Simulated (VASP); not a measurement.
# CdF2 (CdI2 type) (P-3m1) in VASP: notebook

Runs on CdF2 (CdI2 type). Level: PBE. Tasks: single point.

Everything below comes from runs of VASP 6.6.1. Logs are shortened: lines on timing, memory, paths and dates and some standing lists are left out, and cuts for length are marked.

**1. The cell of the first run**

Symmetry: P-3m1, No. 164, trigonal system. Conventional cell: a = 3.553 Å, b = 3.553 Å, c = 4.966 Å, α = 90.00°, β = 90.00°, γ = 120.00°. Within 3.0 Å of Cd (site symmetry -3m) lie 6 F at 2.28 Å. Within 3.0 Å of F (site symmetry 3m) lie 3 Cd at 2.28 Å and 3 F at 2.86 Å.

**2. Single point, PBE**

File INCAR:

```
SYSTEM = CdF2
ALGO     = Normal         ! electronic algorithm
EDIFF    = 1E-6           ! SCF threshold, eV
ENCUT    = 520            ! plane-wave cutoff, eV
GGA      = PE             ! functional
ISIF     = 2              ! what is computed and relaxed
ISMEAR   = -1             ! smearing method
LASPH    = .TRUE.         ! aspherical terms in the spheres
LCHARG   = .FALSE.        ! write CHGCAR
LREAL    = .FALSE.        ! projectors in reciprocal space
LWAVE    = .FALSE.        ! write WAVECAR
NBANDS   = 20             ! bands
NELM     = 80             ! most SCF steps
PREC     = Accurate       ! precision mode
SIGMA    = 0.05           ! smearing width, eV
```

File KPOINTS:

```
k-points
0
G
  13 13 7
  0 0 0
```

File POSCAR:

```
CdF2
1.0
    3.5533765355      0.0000000000      0.0000000000
   -1.7766882678      3.0773143490      0.0000000000
    0.0000000000      0.0000000000      4.9659492844
Cd F
1 2
Direct
    0.0000000000      0.0000000000      0.0000000000
    0.3333333333      0.6666666667      0.2003368176
    0.6666666667      0.3333333333      0.7996631824
```

Potentials or basis: VASP PAW PBE potentials, release 64 (Cd, F).

Started as:

```console
$ cat potpaw_PBE.64/Cd/POTCAR potpaw_PBE.64/F/POTCAR > POTCAR
$ mpirun -np 1 vasp_std > vasp.out
```

OUTCAR:

```text
SYSTEM = CdF2
   EDIFF = 1E-6
   ENCUT = 520
   GGA = PE
   ISIF = 2
   ISMEAR = -1
   LASPH = .TRUE.
   LREAL = .FALSE.
   NELM = 80
   PREC = Accurate

 ion  position               nearest neighbor table
   1  0.000  0.000  0.000-   2 2.28   3 2.28   3 2.28   2 2.28   3 2.28   2 2.28
   2  0.333  0.667  0.200-   1 2.28   1 2.28   1 2.28
   3  0.667  0.333  0.800-   1 2.28   1 2.28   1 2.28

  LATTYP: Found a hexagonal cell.
 ALAT       =     3.5533765355
 C/A-ratio  =     1.3975297115

  Lattice vectors:

 A1 = (   3.5533765355,   0.0000000000,   0.0000000000)
 A2 = (  -1.7766882678,   3.0773143490,   0.0000000000)
 A3 = (   0.0000000000,   0.0000000000,   4.9659492844)

Analysis of symmetry for initial positions (statically):
=====================================================================
 Subroutine PRICEL returns:
 Original cell was already a primitive cell.

 Routine SETGRP: Setting up the symmetry group for a
 hexagonal supercell.

 Subroutine GETGRP returns: Found 12 space group operations
 (whereof 12 operations were pure point group operations)
 out of a pool of 24 trial point group operations.

The static configuration has the point symmetry D_3d.

Analysis of symmetry for dynamics (positions and initial velocities):
=====================================================================
 Subroutine PRICEL returns:
 Original cell was already a primitive cell.

 Routine SETGRP: Setting up the symmetry group for a
 hexagonal supercell.

 Subroutine GETGRP returns: Found 12 space group operations
 (whereof 12 operations were pure point group operations)
 out of a pool of 24 trial point group operations.

The dynamic configuration has the point symmetry D_3d.

 Subroutine INISYM returns: Found 12 space group operations
 (whereof 12 operations are pure point group operations),
 and found     1 'primitive' translations

----------------------------------------------------------------------------------------

                                     Primitive cell

  volume of cell :      54.3019

  direct lattice vectors                    reciprocal lattice vectors
     3.553376535  0.000000000  0.000000000     0.281422470  0.162479339  0.000000000
    -1.776688268  3.077314349  0.000000000     0.000000000  0.324958677  0.000000000
     0.000000000  0.000000000  4.965949284     0.000000000  0.000000000  0.201371368

  length of vectors
     3.553376535  3.553376536  4.965949284     0.324958677  0.324958677  0.201371368

  position of ions in fractional coordinates (direct lattice)
     0.000000000  0.000000000  0.000000000
     0.333333333  0.666666667  0.200336818
     0.666666667  0.333333333  0.799663182

  ion indices of the primitive-cell ions
   primitive index   ion index
                 1           1
                 2           2
                 3           3

----------------------------------------------------------------------------------------

 KPOINTS: k-points

Automatic generation of k-mesh.
 Grid dimensions read from file:
 generate k-points for:   13   13    7

 Generating k-lattice:

  Cartesian coordinates                     Fractional coordinates (reciprocal lattice)
     0.021647882  0.012498411  0.000000000     0.076923077 -0.000000000  0.000000000
     0.000000000  0.024996821  0.000000000     0.000000000  0.076923077  0.000000000
     0.000000000  0.000000000  0.028767338     0.000000000  0.000000000  0.142857143

  Length of vectors
     0.024996821  0.024996821  0.028767338

  Shift w.r.t. Gamma in fractional coordinates (k-lattice)
     0.000000000  0.000000000  0.000000000

 Subroutine IBZKPT returns following result:
 ===========================================

 Found    126 irreducible k-points:

 Following reciprocal coordinates:
            Coordinates               Weight
  0.000000  0.000000  0.000000      1.000000
  0.076923  0.000000  0.000000      6.000000
  0.153846  0.000000  0.000000      6.000000
  0.230769 -0.000000  0.000000      6.000000
  0.307692  0.000000  0.000000      6.000000
  0.384615 -0.000000  0.000000      6.000000
[... 16 lines left out ...]
  0.076923  0.000000  0.142857      6.000000
  0.000000  0.076923  0.142857      6.000000
 [... further k-points ...]
   k-points           NKPTS =    126   k-points in BZ     NKDIM =    126   number of bands    NBANDS=     20
   number of dos      NEDOS =    301   number of ions     NIONS =      3
   total plane-waves  NPLWV =  31360
   dimension x,y,z NGX =    28 NGY =   28 NGZ =   40
   dimension x,y,z NGXF=    56 NGYF=   56 NGZF=   80
   ions per type =               1   2
   NGX,Y,Z   is equivalent  to a cutoff of  13.10, 13.10, 13.39 a.u.
   NGXF,Y,Z  is equivalent  to a cutoff of  26.20, 26.20, 26.78 a.u.
 SYSTEM =  CdF2
   PREC   = accura    normal or accurate (medium, high low for compatibility)
   ISTART =      0    job   : 0-new  1-cont  2-samecut
   ICHARG =      2    charge: 1-file 2-atom 10-const
   ISPIN  =      1    spin polarized calculation?
   LNONCOLLINEAR =      F non collinear calculations
   LSORBIT =      F    spin-orbit coupling
   LASPH  =      T    aspherical Exc in radial PAW
   ENCUT  =  520.0 eV  38.22 Ry    6.18 a.u.   6.61  6.61  9.23*2*pi/ulx,y,z
   NELM   =     80;   NELMIN=  2; NELMDL= -5     # of ELM steps
   EDIFF  = 0.1E-05   stopping-criterion for ELM
   LREAL  =      F    real-space projection
   EDIFFG = 0.1E-04   stopping-criterion for IOM
   NSW    =      0    number of steps for IOM
   IBRION =     -1    ionic relax: 0-MD 1-quasi-New 2-CG
   NFREE  =      0    steps in history (QN), initial steepest desc. (CG)
   ISIF   =      2    stress and relaxation
   ISYM   =      2    0-nonsym 1-usesym 2-fastsym
   POTIM  = 0.5000    time-step for ionic-motion
   TEBEG  =    0.0;   TEEND  =   0.0 temperature during run
   PSTRESS=    0.0 pullay stress
   NELECT =      26.0000    total number of electrons
   NUPDOWN=      -1.0000    fix difference up-down
   EMIN   =  10.00;   EMAX   =-10.00  energy-range for DOS
   EFERMI =   0.00;   METHOD = LEGACY
   ISMEAR =    -1;   SIGMA  =   0.05  broadening in eV -4-tet -1-fermi 0-gaus
   EFERMI_NEDOS =   21; number of points for ismear=-14 and -15
   IALGO  =     38    algorithm
   IMIX   =      4    mixing-type and parameters
     AMIX     =   0.40;   BMIX     =  1.00
     AMIX_MAG =   1.60;   BMIX_MAG =  1.00
  volume/ion in A,a.u.               =      18.10       122.15
  Fermi-wavevector in a.u.,A,eV,Ry     =   1.280740  2.420247 22.317552  1.640294
  Thomas-Fermi vector in A             =   2.413150
   LORBIT       =      0    0 simple, 1 ext, 2 COOP (PROOUT), +10 PAW based schemes
   GGA     = PE    functional components
   LHFCALC =     F    Hartree Fock is set to
   AEXX    =    0.0000 exact exchange contribution
   IVDW    =     0    specifies the selected vdW correction
   LEPSILON=     F    determine dielectric tensor
   LRPA    =     F    only Hartree local field effects (RPA)
 non-spin polarized calculation
  energy-cutoff  :      520.00
  volume of cell :       54.30
 maximum number of plane-waves:      1489
 NGX is ok and might be reduce to    28
   NGX = 13   NGY = 13   NGZ = 19

 number of electron      25.9999998 magnetization

 Free energy of the ion-electron system (eV)
  ---------------------------------------------------
  ext. energy  EPLUGINS =         0.00000000
  ---------------------------------------------------
  free energy    TOTEN  =       -10.68492328 eV

  energy without entropy =      -10.68492328  energy(sigma->0) =      -10.68492328

 E-fermi :  -2.2216     XC(G=0):  -8.4672

 val. band max:       -3.4680718929   @ k =   0.0000   0.0000   0.4286
 cond. band min:      -0.0622544079   @ k =   0.0000   0.0000   0.0000
 fundamental gap:      3.4058174850
 Fermi energy:        -2.2216047211

 k-point     1 :       0.0000    0.0000    0.0000
  band No.  band energies     occupation
      1     -23.6541      2.00000
      2     -23.1689      2.00000
      3      -8.9114      2.00000
      4      -8.9114      2.00000
      5      -8.5321      2.00000
      6      -7.9429      2.00000
[... 12 lines left out ...]
     19      16.0103      0.00000
     20      16.3130      0.00000

 k-point     2 :       0.0769    0.0000    0.0000
  band No.  band energies     occupation
      1     -23.6416      2.00000
      2     -23.1751      2.00000
      3      -8.8841      2.00000
      4      -8.8751      2.00000
      5      -8.5073      2.00000
      6      -7.9615      2.00000
[... 12 lines left out ...]
     19      15.1216      0.00000
     20      16.4304      0.00000

 k-point     3 :       0.1538    0.0000    0.0000
  band No.  band energies     occupation
      1     -23.6063      2.00000
      2     -23.1925      2.00000
      3      -8.8095      2.00000
      4      -8.7721      2.00000
      5      -8.4383      2.00000
      6      -8.0119      2.00000
[... 12 lines left out ...]
     19      13.8700      0.00000
     20      16.1384      0.00000

 k-point     4 :       0.2308   -0.0000    0.0000
  band No.  band energies     occupation
      1     -23.5543      2.00000
      2     -23.2187      2.00000
      3      -8.7108      2.00000
      4      -8.6299      2.00000
      5      -8.3377      2.00000
      6      -8.0702      2.00000
[... 12 lines left out ...]
     19      12.7754      0.00000
     20      14.7870      0.00000

 k-point     5 :       0.3077    0.0000    0.0000
  band No.  band energies     occupation
      1     -23.4943      2.00000
      2     -23.2507      2.00000
      3      -8.6249      2.00000
      4      -8.5350      2.00000
      5      -8.1988      2.00000
      6      -8.0806      2.00000
[... 12 lines left out ...]
     19      11.8693      0.00000
     20      13.5223      0.00000
[... 353 lines left out ...]
      6      -8.0045      2.00000
[... 12 lines left out ...]
     19      11.9707      0.00000
     20      12.0788      0.00000

 k-point    22 :       0.0000    0.0000    0.1429
  band No.  band energies     occupation
      1     -23.6494      2.00000
      2     -23.1741      2.00000
      3      -8.9109      2.00000
      4      -8.9109      2.00000
      5      -8.5196      2.00000
      6      -7.9433      2.00000
[... 12 lines left out ...]
     19      15.9468      0.00000
     20      16.5080      0.00000

 k-point    23 :       0.0769    0.0000    0.1429
  band No.  band energies     occupation
      1     -23.6368      2.00000
      2     -23.1799      2.00000
      3      -8.8829      2.00000
      4      -8.8758      2.00000
      5      -8.4954      2.00000
      6      -7.9619      2.00000
[... 12 lines left out ...]
     19      14.9596      0.00000
     20      16.5564      0.00000

 k-point    24 :       0.0000    0.0769    0.1429
  band No.  band energies     occupation
      1     -23.6368      2.00000
      2     -23.1799      2.00000
      3      -8.8845      2.00000
      4      -8.8749      2.00000
      5      -8.4953      2.00000
      6      -7.9622      2.00000
[... 12 lines left out ...]
     19      14.9799      0.00000
     20      16.5236      0.00000

 [... further k-points ...]
[... 5 lines left out ...]
  --------------------------------------------------------------------------------------
  -------------------------------------------------------------------------------------
  Total        0.2573142      0.2573142      0.0628661     -0.0000000      0.0000000      0.0000000
  in kB        7.5920483      7.5920483      1.8548625     -0.0000000      0.0000000      0.0000000
  external PRESSURE =       5.6796530 kB  Pullay stress =       0.0000000 kB

 VOLUME and BASIS-vectors are now :
 -----------------------------------------------------------------------------
  energy-cutoff  :      520.00
  volume of cell :       54.30
      direct lattice vectors                 reciprocal lattice vectors
     3.553376535  0.000000000  0.000000000     0.281422470  0.162479339  0.000000000
    -1.776688268  3.077314349  0.000000000     0.000000000  0.324958677  0.000000000
     0.000000000  0.000000000  4.965949284     0.000000000  0.000000000  0.201371368

 POSITION                                       TOTAL-FORCE (eV/Angst)
 -----------------------------------------------------------------------------------
      0.00000      0.00000      0.00000        -0.000000      0.000000      0.000000
     -0.00000      2.05154      0.99486        -0.000000      0.000000      0.066979
      1.77669      1.02577      3.97109         0.000000      0.000000     -0.066979
 -----------------------------------------------------------------------------------
    total drift:                               -0.000000      0.000000      0.000000

  FREE ENERGIE OF THE ION-ELECTRON SYSTEM (eV)
  ---------------------------------------------------
  free  energy   TOTEN  =       -10.6849232794 eV

  energy  without entropy=      -10.6849232794  energy(sigma->0) =      -10.68492328
```

Wall time 63 s (1 thread of Intel Xeon 6975P-C (Granite Rapids), shared host); peak memory 0.26 GiB.

Results:

```yaml
Free_energy: -10.6849 eV
Pressure: 0.6 GPa
Largest_force: 0.067 eV/Å
Band_gap_on_the_k_mesh: 3.41 eV, indirect (least direct gap 3.43 eV)
```

Forces in eV/Å, atoms in the order of the input:
```
Cd   0.000  0.000  0.000
F    0.000  0.000  0.067
F    0.000  0.000 -0.067
```

Stress tensor (GPa, compression positive):
```
0.76 0.00 0.00
0.00 0.76 0.00
0.00 0.00 0.19
```

Levels at points of the mesh, in eV from the valence-band top:
```csv
k point,band 9,band 10,band 11,band 12,band 13,band 14,band 15,band 16,band 17,band 18
"(0.00, 0.00, 0.00)",-1.14,-1.14,-0.58,-0.03,-0.03,3.41,8.85,11.81,14.89,14.89
```

(Continued in part 2 of 2.)
